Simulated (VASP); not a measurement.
# I (Cmce) in VASP: single point with PBE

Aim: the single point of I with PBE.

Program: VASP 6.6.1. These are calculated values, not measurements. Logs are shortened: lines on timing, memory, paths and dates and some standing lists are left out, and cuts for length are marked.

**1. The cell of the first run**

It takes space group Cmce (No. 64, orthorhombic). Conventional cell: a = 9.062 Å, b = 4.613 Å, c = 9.827 Å, α = 90.00°, β = 90.00°, γ = 90.00°. Within 3.7 Å of I (site symmetry m) lie 3 I at 2.81 to 3.41 Å.

**2. Single point, PBE**

INCAR

```
SYSTEM = I
PREC     = Accurate       ! precision mode
ENCUT    = 500            ! plane-wave cutoff, eV
EDIFF    = 1E-6           ! SCF threshold, eV
ISMEAR   = -1             ! smearing method
SIGMA    = 0.05           ! smearing width, eV
LREAL    = .False.        ! projectors in reciprocal space
LASPH    = .True.         ! aspherical terms in the spheres
NELM     = 120            ! most SCF steps
ALGO     = Normal         ! electronic algorithm
ISIF     = 2              ! what is computed and relaxed
LWAVE    = .False.        ! write WAVECAR
LCHARG   = .False.        ! write CHGCAR
GGA      = PE             ! functional
NBANDS   = 22             ! bands
GGA_COMPAT= .False.
```

KPOINTS

```
Automatic mesh
0
Gamma
  12 12 5
  0 0 0
```

POSCAR

```
I
1.0
    4.5311462459     -2.3064724154      0.0000000000
    4.5311462459      2.3064724154      0.0000000000
    0.0000000000      0.0000000000      9.8269926839
I
4
Direct
    0.8405279305      0.1594720695      0.8779825322
    0.3405279305      0.6594720695      0.6220174678
    0.1594720695      0.8405279305      0.1220174678
    0.6594720695      0.3405279305      0.3779825322
```

Potentials or basis: VASP PAW PBE potentials, release 64 (I).

On the command line:

```sh
> cat potpaw_PBE.64/I/POTCAR > POTCAR
> mpirun -np 1 vasp_std > vasp.out
```

OUTCAR:

```text
SYSTEM = I
   PREC = Accurate
   ENCUT = 500
   EDIFF = 1E-6
   ISMEAR = -1
   LREAL = .False.
   LASPH = .True.
   NELM = 120
   ISIF = 2
   GGA = PE

 ion  position               nearest neighbor table
   1  0.841  0.159  0.878-   3 2.81   2 3.41   2 3.41
   2  0.341  0.659  0.622-   4 2.81   1 3.41   1 3.41
   3  0.159  0.841  0.122-   1 2.81   4 3.41   4 3.41
   4  0.659  0.341  0.378-   2 2.81   3 3.41   3 3.41

  LATTYP: Found a base centered orthorhombic cell.
 ALAT       =     4.6129448308
 B/A-ratio  =     1.9645351991
 C/A-ratio  =     2.1303078715

  Lattice vectors:

 A1 = (  -4.5311462459,  -2.3064724154,   0.0000000000)
 A2 = (   4.5311462459,  -2.3064724154,   0.0000000000)
 A3 = (   0.0000000000,   0.0000000000,   9.8269926839)

Analysis of symmetry for initial positions (statically):
=====================================================================
 Subroutine PRICEL returns:
 Original cell was already a primitive cell.

 Routine SETGRP: Setting up the symmetry group for a
 base centered orthorhombic supercell.

 Subroutine GETGRP returns: Found  8 space group operations
 (whereof  4 operations were pure point group operations)
 out of a pool of  8 trial point group operations.

The static configuration has the point symmetry C_2h.
 The point group associated with its full space group is D_2h.

Analysis of symmetry for dynamics (positions and initial velocities):
=====================================================================
 Subroutine PRICEL returns:
 Original cell was already a primitive cell.

 Routine SETGRP: Setting up the symmetry group for a
 base centered orthorhombic supercell.

 Subroutine GETGRP returns: Found  8 space group operations
 (whereof  4 operations were pure point group operations)
 out of a pool of  8 trial point group operations.

The dynamic configuration has the point symmetry C_2h.
 The point group associated with its full space group is D_2h.

 Subroutine INISYM returns: Found  8 space group operations
 (whereof  4 operations are pure point group operations),
 and found     1 'primitive' translations

----------------------------------------------------------------------------------------

                                     Primitive cell

  volume of cell :     205.4031

  direct lattice vectors                    reciprocal lattice vectors
     4.531146246 -2.306472415  0.000000000     0.110347354 -0.216781262  0.000000000
     4.531146246  2.306472415  0.000000000     0.110347354  0.216781262  0.000000000
     0.000000000  0.000000000  9.826992684     0.000000000  0.000000000  0.101760532

  length of vectors
     5.084397831  5.084397831  9.826992684     0.243250188  0.243250188  0.101760532

  position of ions in fractional coordinates (direct lattice)
     0.840527931  0.159472069  0.877982532
     0.340527931  0.659472069  0.622017468
     0.159472069  0.840527931  0.122017468
     0.659472069  0.340527931  0.377982532

  ion indices of the primitive-cell ions
   primitive index   ion index
                 1           1
                 2           2
                 3           3
                 4           4

----------------------------------------------------------------------------------------

 KPOINTS: Automatic mesh

Automatic generation of k-mesh.
 Grid dimensions read from file:
 generate k-points for:   12   12    5

 Generating k-lattice:

  Cartesian coordinates                     Fractional coordinates (reciprocal lattice)
     0.009195613 -0.018065105  0.000000000     0.083333333  0.000000000  0.000000000
     0.009195613  0.018065105  0.000000000     0.000000000  0.083333333  0.000000000
     0.000000000  0.000000000  0.020352106     0.000000000  0.000000000  0.200000000

  Length of vectors
     0.020270849  0.020270849  0.020352106

  Shift w.r.t. Gamma in fractional coordinates (k-lattice)
     0.000000000  0.000000000  0.000000000

 Subroutine IBZKPT returns following result:
 ===========================================

 Found    129 irreducible k-points:

 Following reciprocal coordinates:
            Coordinates               Weight
  0.000000  0.000000  0.000000      1.000000
  0.083333  0.000000  0.000000      4.000000
  0.166667  0.000000  0.000000      4.000000
  0.250000  0.000000  0.000000      4.000000
  0.333333  0.000000  0.000000      4.000000
  0.416667 -0.000000  0.000000      4.000000
[... 16 lines left out ...]
  0.500000  0.166667  0.000000      4.000000
 -0.416667  0.166667  0.000000      4.000000
 [... further k-points ...]
   k-points           NKPTS =    129   k-points in BZ     NKDIM =    129   number of bands    NBANDS=     22
   number of dos      NEDOS =    301   number of ions     NIONS =      4
   total plane-waves  NPLWV = 115200
   dimension x,y,z NGX =    40 NGY =   40 NGZ =   72
   dimension x,y,z NGXF=    80 NGYF=   80 NGZF=  144
   ions per type =               4
   NGX,Y,Z   is equivalent  to a cutoff of  13.08, 13.08, 12.18 a.u.
   NGXF,Y,Z  is equivalent  to a cutoff of  26.16, 26.16, 24.36 a.u.
 SYSTEM =  I
   PREC   = accura    normal or accurate (medium, high low for compatibility)
   ISTART =      0    job   : 0-new  1-cont  2-samecut
   ICHARG =      2    charge: 1-file 2-atom 10-const
   ISPIN  =      1    spin polarized calculation?
   LNONCOLLINEAR =      F non collinear calculations
   LSORBIT =      F    spin-orbit coupling
   LASPH  =      T    aspherical Exc in radial PAW
   ENCUT  =  500.0 eV  36.75 Ry    6.06 a.u.   9.27  9.27 17.92*2*pi/ulx,y,z
   NELM   =    120;   NELMIN=  2; NELMDL= -5     # of ELM steps
   EDIFF  = 0.1E-05   stopping-criterion for ELM
   LREAL  =      F    real-space projection
   EDIFFG = 0.1E-04   stopping-criterion for IOM
   NSW    =      0    number of steps for IOM
   IBRION =     -1    ionic relax: 0-MD 1-quasi-New 2-CG
   NFREE  =      0    steps in history (QN), initial steepest desc. (CG)
   ISIF   =      2    stress and relaxation
   ISYM   =      2    0-nonsym 1-usesym 2-fastsym
   POTIM  = 0.5000    time-step for ionic-motion
   TEBEG  =    0.0;   TEEND  =   0.0 temperature during run
   PSTRESS=    0.0 pullay stress
   NELECT =      28.0000    total number of electrons
   NUPDOWN=      -1.0000    fix difference up-down
   EMIN   =  10.00;   EMAX   =-10.00  energy-range for DOS
   EFERMI =   0.00;   METHOD = LEGACY
   ISMEAR =    -1;   SIGMA  =   0.05  broadening in eV -4-tet -1-fermi 0-gaus
   EFERMI_NEDOS =   21; number of points for ismear=-14 and -15
   IALGO  =     38    algorithm
   IMIX   =      4    mixing-type and parameters
     AMIX     =   0.40;   BMIX     =  1.00
     AMIX_MAG =   1.60;   BMIX_MAG =  1.00
  volume/ion in A,a.u.               =      51.35       346.53
  Fermi-wavevector in a.u.,A,eV,Ry     =   0.842543  1.592175  9.658476  0.709878
  Thomas-Fermi vector in A             =   1.957266
   LORBIT       =      0    0 simple, 1 ext, 2 COOP (PROOUT), +10 PAW based schemes
   GGA     = PE    functional components
   LHFCALC =     F    Hartree Fock is set to
   AEXX    =    0.0000 exact exchange contribution
   IVDW    =     0    specifies the selected vdW correction
   LEPSILON=     F    determine dielectric tensor
   LRPA    =     F    only Hartree local field effects (RPA)
 non-spin polarized calculation
  energy-cutoff  :      500.00
  volume of cell :      205.40
 maximum number of plane-waves:      5248
 NGX is ok and might be reduce to    40
   NGX = 19   NGY = 19   NGZ = 35

 number of electron      28.0000002 magnetization

 Free energy of the ion-electron system (eV)
  ---------------------------------------------------
  ext. energy  EPLUGINS =         0.00000000
  ---------------------------------------------------
  free energy    TOTEN  =        -6.09335912 eV

  energy without entropy =       -6.09335332  energy(sigma->0) =       -6.09335622

 E-fermi :   1.5470     XC(G=0):  -7.1069

 val. band max:        1.0412733418   @ k =   0.0000   0.0000   0.0000
 cond. band min:       2.0706144401   @ k =   0.5000   0.4167   0.0000
 fundamental gap:      1.0293410982
 Fermi energy:         1.5469623833

 k-point     1 :       0.0000    0.0000    0.0000
  band No.  band energies     occupation
      1     -12.1723      2.00000
      2     -11.5251      2.00000
      3     -10.6469      2.00000
      4      -9.5241      2.00000
      5      -3.2241      2.00000
      6      -1.9488      2.00000
[... 14 lines left out ...]
     21       8.4549      0.00000
     22       8.7449      0.00000

 k-point     2 :       0.0833    0.0000    0.0000
  band No.  band energies     occupation
      1     -12.1514      2.00000
      2     -11.5222      2.00000
      3     -10.6312      2.00000
      4      -9.5504      2.00000
      5      -3.2224      2.00000
      6      -2.0165      2.00000
[... 14 lines left out ...]
     21       8.4992      0.00000
     22       8.8114      0.00000

 k-point     3 :       0.1667    0.0000    0.0000
  band No.  band energies     occupation
      1     -12.0907      2.00000
      2     -11.5166      2.00000
      3     -10.5852      2.00000
      4      -9.6259      2.00000
      5      -3.2275      2.00000
      6      -2.2477      2.00000
[... 14 lines left out ...]
     21       8.2038      0.00000
     22       8.5340      0.00000

 k-point     4 :       0.2500    0.0000    0.0000
  band No.  band energies     occupation
      1     -11.9974      2.00000
      2     -11.5163      2.00000
      3     -10.5125      2.00000
      4      -9.7411      2.00000
      5      -3.2596      2.00000
      6      -2.5942      2.00000
[... 14 lines left out ...]
     21       8.2553      0.00000
     22       8.5130      0.00000

 k-point     5 :       0.3333    0.0000    0.0000
  band No.  band energies     occupation
      1     -11.8830      2.00000
      2     -11.5333      2.00000
      3     -10.4173      2.00000
      4      -9.8813      2.00000
      5      -3.3163      2.00000
      6      -2.9287      2.00000
[... 417 lines left out ...]
 k-point    22 :       0.4167    0.1667    0.0000
  band No.  band energies     occupation
      1     -11.9733      2.00000
      2     -11.5037      2.00000
      3     -10.4916      2.00000
      4      -9.7421      2.00000
      5      -3.2421      2.00000
      6      -2.6204      2.00000
[... 14 lines left out ...]
     21       8.6774      0.00000
     22       8.7265      0.00000

 k-point    23 :       0.5000    0.1667    0.0000
  band No.  band energies     occupation
      1     -11.8623      2.00000
      2     -11.5264      2.00000
      3     -10.3987      2.00000
      4      -9.8860      2.00000
      5      -3.3024      2.00000
      6      -2.9507      2.00000
[... 14 lines left out ...]
     21       8.6231      0.00000
     22       8.8691      0.00000

 k-point    24 :      -0.4167    0.1667    0.0000
  band No.  band energies     occupation
      1     -11.7493      2.00000
      2     -11.5790      2.00000
      3     -10.2888      2.00000
      4     -10.0380      2.00000
      5      -3.3402      2.00000
      6      -3.1943      2.00000
[... 14 lines left out ...]
     21       9.1090      0.00000
     22       9.1723      0.00000

 [... further k-points ...]
[... 5 lines left out ...]
  --------------------------------------------------------------------------------------
  -------------------------------------------------------------------------------------
  Total        0.0078598     -0.0248395     -0.0723843      0.0000000      0.0000000      0.0000000
  in kB        0.0613080     -0.1937520     -0.5646095      0.0000000      0.0000000      0.0000000
  external PRESSURE =      -0.2323512 kB  Pullay stress =       0.0000000 kB

 VOLUME and BASIS-vectors are now :
 -----------------------------------------------------------------------------
  energy-cutoff  :      500.00
  volume of cell :      205.40
      direct lattice vectors                 reciprocal lattice vectors
     4.531146246 -2.306472415  0.000000000     0.110347354 -0.216781262  0.000000000
     4.531146246  2.306472415  0.000000000     0.110347354  0.216781262  0.000000000
     0.000000000  0.000000000  9.826992684     0.000000000  0.000000000  0.101760532

 POSITION                                       TOTAL-FORCE (eV/Angst)
 -----------------------------------------------------------------------------------
      4.53115     -1.57084      8.62793         0.000000     -0.009373      0.014835
      4.53115      0.73564      6.11256         0.000000     -0.009373     -0.014835
      4.53115      1.57084      1.19906         0.000000      0.009373     -0.014835
      4.53115     -0.73564      3.71443         0.000000      0.009373      0.014835
 -----------------------------------------------------------------------------------
    total drift:                                0.000000      0.000000     -0.000000

  FREE ENERGIE OF THE ION-ELECTRON SYSTEM (eV)
  ---------------------------------------------------
  free  energy   TOTEN  =        -6.0933591234 eV

  energy  without entropy=       -6.0933533214  energy(sigma->0) =       -6.09335622
```

Wall time 6 min (1 thread of Intel Xeon 6975P-C (Granite Rapids), shared host); peak memory 0.58 GiB.

What came out:

```yaml
Free_energy: -6.0934 eV
Pressure: 0.0 GPa
Largest_force: 0.018 eV/Å
Band_gap_on_the_k_mesh: 1.03 eV (least direct gap 1.08 eV)
```

Forces in eV/Å, atoms in the order of the input:
```
I    0.000 -0.009  0.015
I    0.000 -0.009 -0.015
I    0.000  0.009 -0.015
I    0.000  0.009  0.015
```

Caveat: spin-orbit coupling is left out, which moves the levels of the heavy elements; an odd mesh through Γ misses points on the zone boundary, where band edges can lie.
